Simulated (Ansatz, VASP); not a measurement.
**Ag: VASP beside Ansatz**

```xyz
2
Lattice="2.7190 0.0000 0.0000 -1.3595 2.3547 0.0000 0.0000 0.0000 4.4160" Properties=species:S:1:pos:R:3 pbc="T T T"
Ag    0.0000    1.5698    1.1040
Ag    1.3595    0.7849    3.3120
```

Alike in both runs: task single point; functional LDA; k mesh 14 × 14 × 8; occupations fermi-dirac, width 0.1 eV; no spin polarisation.

```csv
,VASP,Ansatz
version,VASP 6.6.1,Ansatz 0.2.0
potentials or method,"VASP PAW LDA potentials, release 64 (Ag), cutoff 520 eV","plane waves (420 eV) with PAW, scalar-relativistic"
valence electrons in the cell,22,38
```

|  | VASP | Ansatz | Ansatz less VASP |
| --- | --- | --- | --- |
| pressure (GPa) | 25.0 | 24.9 | -0.16 |
| traceless stress, the component that is largest in VASP (GPa) | 1.31 | 1.33 | +0.017 |

Ansatz warns that its potentials were made for another functional, while VASP's fit it. LDA's correlation is that of Perdew and Zunger in VASP and of Perdew and Wang (1992) in Ansatz. VASP's potentials hold 22 valence electrons a cell and Ansatz's 38, so a difference there can come from the potentials and not from the codes.
